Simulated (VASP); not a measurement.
Here is a VASP 6.6.1 calculation.

INCAR

```
SYSTEM = Ru
ALGO = Normal ; EDIFF = 1E-6
ENCUT = 520 ; GGA = PE
ISIF = 2 ; ISMEAR = -1
ISPIN = 2 ; LASPH = .True.
LCHARG = .False. ; LMAXMIX = 4
LORBIT = 11 ; LREAL = .False.
LWAVE = .False. ; MAGMOM = 1
NBANDS = 17 ; NELM = 150
PREC = Accurate ; SIGMA = 0.05
```

Contents of KPOINTS:

```
k-points
0
Gamma
  16 16 16
  0 0 0
```

Contents of POSCAR:

```
Ru
1.0
   -1.5662356129      1.5662356129      1.5662356129
    1.5662356129     -1.5662356129      1.5662356129
    1.5662356129      1.5662356129     -1.5662356129
Ru
1
Direct
    0.0000000000      0.0000000000      0.0000000000
```

Potentials or basis: VASP PAW PBE potentials, release 64 (Ru_pv).

Run with:

```sh
$ cat potpaw_PBE.64/Ru_pv/POTCAR > POTCAR
$ mpirun -np 1 vasp_std > vasp.out
```

Question: Estimate the pressure.

Answer: -17.9 GPa.

Question: Estimate the net moment.

Answer: 0.01 μB per cell.

Question: What does it give for the band gap on the k mesh?

Answer: Zero (filled and empty bands overlap).
